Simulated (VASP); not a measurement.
# ScAl3 (Pm-3m) in VASP: further runs, part 2 of 2

VASP 6.6.1.

## 3. Single point, PBEsol+D3(BJ)

This run uses another cell than the first one, of 17.93 Å³/atom.

INCAR

```
SYSTEM = ScAl3
ALGO = Normal
EDIFF = 1E-6
ENCUT = 520
GGA = PS
ISIF = 2
ISMEAR = -1
IVDW = 12
LASPH = .True.
LCHARG = .False.
LREAL = .False.
LWAVE = .False.
NBANDS = 18
NELM = 80
PREC = Accurate
SIGMA = 0.1
```

KPOINTS

```
k-points
0
Gamma
  6 6 6
  0 0 0
```

POSCAR

```
ScAl3
1.0
    4.1548321422      0.0000000000      0.0000000000
    0.0000000000      4.1548321422      0.0000000000
    0.0000000000      0.0000000000      4.1548321422
Sc Al
1 3
Direct
    0.0000000000      0.0000000000      0.0000000000
    0.5000000000      0.0000000000      0.5000000000
    0.0000000000      0.5000000000      0.5000000000
    0.5000000000      0.5000000000      0.0000000000
```

Potentials or basis: VASP PAW PBE potentials, release 64 (Sc_sv, Al).

Launch:

```sh
$ cat potpaw_PBE.64/Sc_sv/POTCAR potpaw_PBE.64/Al/POTCAR > POTCAR
$ mpirun -np 1 vasp_std > vasp.out
```

OUTCAR:

```text
SYSTEM = ScAl3
   EDIFF = 1E-6
   ENCUT = 520
   GGA = PS
   ISIF = 2
   ISMEAR = -1
   IVDW = 12
   LASPH = .True.
   LREAL = .False.
   NELM = 80
   PREC = Accurate
 IVDW          = 12

 ion  position               nearest neighbor table
   1  0.000  0.000  0.000-   2 2.94   3 2.94   4 2.94   2 2.94   3 2.94   3 2.94   4 2.94   3 2.94
                             2 2.94   4 2.94   2 2.94   4 2.94
   2  0.500  0.000  0.500-   1 2.94   3 2.94   4 2.94   1 2.94   4 2.94   3 2.94   4 2.94   4 2.94
                             1 2.94   3 2.94   1 2.94   3 2.94
   3  0.000  0.500  0.500-   1 2.94   2 2.94   4 2.94   1 2.94   4 2.94   1 2.94   2 2.94   1 2.94
                             2 2.94   4 2.94   4 2.94   2 2.94
   4  0.500  0.500  0.000-   1 2.94   2 2.94   3 2.94   2 2.94   3 2.94   1 2.94   2 2.94   2 2.94
                             1 2.94   3 2.94   3 2.94   1 2.94

  LATTYP: Found a simple cubic cell.
 ALAT       =     4.1548321422

  Lattice vectors:

 A1 = (   4.1548321422,   0.0000000000,   0.0000000000)
 A2 = (   0.0000000000,   4.1548321422,   0.0000000000)
 A3 = (   0.0000000000,   0.0000000000,   4.1548321422)

[... 173 lines left out ...]
 E-fermi :   6.8370     XC(G=0): -10.3096

 val. band max:        6.5917428244   @ k =   0.3333   0.3333   0.0000
 cond. band min:       6.8635858094   @ k =   0.5000   0.3333   0.1667
 fundamental gap:      0.2718429850
 Fermi energy:         6.8369763117

 k-point     1 :       0.0000    0.0000    0.0000
  band No.  band energies     occupation
      1     -42.1454      2.00000
      2     -20.9255      2.00000
      3     -20.9255      2.00000
      4     -20.9255      2.00000
      5      -2.9956      2.00000
      6       4.1973      2.00000
[... 397 lines left out ...]
      5       2.0611      2.00000
      6       2.0611      2.00000
[... 10 lines left out ...]
     17      10.5754      0.00000
     18      17.1911      0.00000

------------------------ aborting loop because EDIFF is reached ----------------------------------------

 Edisp (eV)   -1.39580

 E8    (eV) :    -0.9568

  FORCE on cell =-STRESS in cart. coord.  units (eV):
  Direction    XX          YY          ZZ          XY          YZ          ZX
  --------------------------------------------------------------------------------------
  -------------------------------------------------------------------------------------
  Total      -3.55153    -3.55153    -3.55153     0.00000     0.00000     0.00000
  in kB     -79.33511   -79.33511   -79.33511     0.00000     0.00000     0.00000
  external pressure =      -79.34 kB  Pullay stress =        0.00 kB

 VOLUME and BASIS-vectors are now :
 -----------------------------------------------------------------------------
  energy-cutoff  :      520.00
  volume of cell :       71.72
      direct lattice vectors                 reciprocal lattice vectors
     4.154832142  0.000000000  0.000000000     0.240683610  0.000000000  0.000000000
     0.000000000  4.154832142  0.000000000     0.000000000  0.240683610  0.000000000
     0.000000000  0.000000000  4.154832142     0.000000000  0.000000000  0.240683610

 POSITION                                       TOTAL-FORCE (eV/Angst)
 -----------------------------------------------------------------------------------
      0.00000      0.00000      0.00000         0.000000      0.000000      0.000000
      2.07742      0.00000      2.07742         0.000000      0.000000      0.000000
      0.00000      2.07742      2.07742         0.000000      0.000000      0.000000
      2.07742      2.07742      0.00000         0.000000      0.000000      0.000000
 -----------------------------------------------------------------------------------
    total drift:                                0.000000      0.000000      0.000000

  FREE ENERGIE OF THE ION-ELECTRON SYSTEM (eV)
  ---------------------------------------------------
  free  energy   TOTEN  =       -22.1122750510 eV

  energy  without entropy=      -22.0571172373  energy(sigma->0) =      -22.08469614
```

OSZICAR:

```text
N       E                     dE             d eps       ncg     rms          rms(c)
DAV:   1     0.106342420347E+03    0.10634E+03   -0.82214E+03   720   0.999E+02
DAV:   2    -0.163287740212E+02   -0.12267E+03   -0.11942E+03   720   0.287E+02
DAV:   3    -0.216873323943E+02   -0.53586E+01   -0.51697E+01  1090   0.578E+01
DAV:   4    -0.218344839551E+02   -0.14715E+00   -0.14637E+00  1096   0.100E+01
DAV:   5    -0.218365768418E+02   -0.20929E-02   -0.20927E-02  1072   0.107E+00    0.851E+00
DAV:   6    -0.208001623689E+02    0.10364E+01   -0.38322E+00  1066   0.204E+01    0.286E+00
DAV:   7    -0.207464412926E+02    0.53721E-01   -0.13734E-01  1132   0.279E+00    0.177E+00
DAV:   8    -0.207176292092E+02    0.28812E-01   -0.57729E-02  1166   0.204E+00    0.339E-01
DAV:   9    -0.207171707763E+02    0.45843E-03   -0.15466E-02  1124   0.137E+00    0.218E-01
DAV:  10    -0.207164858506E+02    0.68493E-03   -0.26939E-03  1192   0.507E-01    0.493E-02
DAV:  11    -0.207165246320E+02   -0.38781E-04   -0.18121E-04  1208   0.117E-01    0.498E-02
DAV:  12    -0.207164781778E+02    0.46454E-04   -0.21559E-04  1028   0.156E-01    0.408E-03
DAV:  13    -0.207164788044E+02   -0.62661E-06   -0.49228E-06   970   0.158E-02
   1 F= -.22112275E+02 E0= -.22084696E+02  d E =-.551578E-01
```

Run time: 21 s. Hardware: 1 thread of AMD EPYC 7R13 (Zen 3), shared host; peak memory 0.16 GiB.

Results:

* Free energy: -22.1123 eV
* Pressure: -7.9 GPa
* Band gap on the k mesh: zero (bands 10 and 11 overlap by 3.51 eV)
* Dispersion energy per atom: -0.349 eV

Caveat: the cell stands under tension; the PAW data sets were made with another functional, which shifts forces and pressure a little.

## 4. Single point, PBEsol+D3(BJ)

This run uses another cell than the first one, of 18.36 Å³/atom.

INCAR

```
  PREC = Accurate
  ENCUT = 520
  EDIFF = 1E-7
  ISMEAR = -1
  SIGMA = 0.1
  LREAL = False
  LASPH = True
  NELM = 100
  ALGO = Normal
  ISIF = 2
  LWAVE = False
  LCHARG = True
  GGA = PS
  IVDW = 12
  LELF = True
  LVHAR = True
  NBANDS = 18
```

KPOINTS

```
Automatic mesh
0
Gamma
  6 6 6
```

POSCAR

```
ScAl3
1.0
    4.1875487029      0.0000000000      0.0000000000
    0.0000000000      4.1875487029      0.0000000000
    0.0000000000      0.0000000000      4.1875487029
Sc Al
1 3
Direct
    0.0000000000      0.0000000000      0.0000000000
    0.5000000000      0.0000000000      0.5000000000
    0.0000000000      0.5000000000      0.5000000000
    0.5000000000      0.5000000000      0.0000000000
```

Launch:

```sh
$ cat potpaw_PBE.64/Sc_sv/POTCAR potpaw_PBE.64/Al/POTCAR > POTCAR
$ mpirun -np 1 vasp_std > vasp.out
```

Wall time 21 s (1 thread of AMD EPYC 7R13 (Zen 3), shared host); peak memory 0.16 GiB.

Results (log left out):

- Free energy: -22.0205 eV
- Pressure: -9.3 GPa
- Band gap on the k mesh: zero (bands 10 and 11 overlap by 3.36 eV)
- Dispersion energy per atom: -0.341 eV

Levels at points of the mesh, in eV from the Fermi level:
```tsv
k point	band 7	band 8	band 9	band 10	band 11	band 12	band 13	band 14
(0.00, 0.00, 0.00)	-2.61	-1.81	-1.81	-1.81	1.18	1.19	1.19	1.19
(0.50, 0.00, 0.00)	-1.66	-1.66	-1.40	0.44	0.86	0.86	1.29	1.48
(0.50, 0.50, 0.00)	-5.55	-4.25	-0.55	-0.55	1.15	1.23	1.85	2.24
(0.50, 0.50, 0.50)	-4.73	-4.26	-2.92	-2.92	-2.92	0.69	2.35	2.35
```

Caveat: the cell stands under tension; the PAW data sets were made with another functional, which shifts forces and pressure a little.

## 5. Single point, PBEsol+D3(BJ)

This run uses another cell than the first one, of 18.78 Å³/atom.

INCAR

```
SYSTEM = ScAl3
PREC = Accurate
ENCUT = 520
EDIFF = 1E-7
ISMEAR = -1
SIGMA = 0.1
LREAL = .False.
LASPH = .True.
NELM = 100
ALGO = Normal
ISIF = 2
LWAVE = .False.
LCHARG = .False.
GGA = PS
IVDW = 12
NBANDS = 18
```

KPOINTS

```
regular mesh
0
Gamma
  6 6 6
  0 0 0
```

POSCAR

```
ScAl3
1.0
    4.2197618819      0.0000000000      0.0000000000
    0.0000000000      4.2197618819      0.0000000000
    0.0000000000      0.0000000000      4.2197618819
Sc Al
1 3
Direct
    0.0000000000      0.0000000000      0.0000000000
    0.5000000000      0.0000000000      0.5000000000
    0.0000000000      0.5000000000      0.5000000000
    0.5000000000      0.5000000000      0.0000000000
```

Launch:

```sh
$ cat potpaw_PBE.64/Sc_sv/POTCAR potpaw_PBE.64/Al/POTCAR > POTCAR
$ mpirun -np 1 vasp_std > vasp.out
```

Wall time 20 s (1 thread of AMD EPYC 7R13 (Zen 3), shared host); peak memory 0.16 GiB.

It converged, with:

| Property | Result |
| --- | --- |
| Free energy | -21.9146 eV |
| Pressure | -10.6 GPa |
| Band gap on the k mesh | zero (bands 10 and 11 overlap by 3.21 eV) |
| Dispersion energy per atom | -0.333 eV |

Levels at points of the mesh, in eV from the Fermi level:
```tsv
k point	band 7	band 8	band 9	band 10	band 11	band 12	band 13	band 14
(0.00, 0.00, 0.00)	-2.57	-1.78	-1.78	-1.78	1.19	1.19	1.19	1.19
(0.50, 0.00, 0.00)	-1.61	-1.61	-1.35	0.33	0.85	0.85	1.31	1.46
(0.50, 0.50, 0.00)	-5.50	-4.18	-0.52	-0.52	1.15	1.21	1.81	2.19
(0.50, 0.50, 0.50)	-4.68	-4.17	-2.88	-2.88	-2.88	0.66	2.30	2.30
```

Caveat: the cell stands under tension; the PAW data sets were made with another functional, which shifts forces and pressure a little.

## 6. Summary

| cell | gap on the mesh (eV) | pressure (GPa) |
| --- | --- | --- |
| a = 4.122 Å, 4 atoms | none | -6.3 |
| a = 4.155 Å, 4 atoms | none | -7.9 |
| a = 4.188 Å, 4 atoms | none | -9.3 |
| a = 4.220 Å, 4 atoms | none | -10.6 |

Alike in all rows: task single point; level PBEsol+D3(BJ); potentials or basis VASP PAW PBE potentials, release 64 (Sc_sv, Al); no spin polarisation; k mesh 6 × 6 × 6; cutoff (eV) 520; smearing fermi-dirac 0.1 eV.

Caveats: the cell stands under tension; the PAW data sets were made with another functional, which shifts forces and pressure a little.

Absolute energies hang on the potentials; compare differences alone.
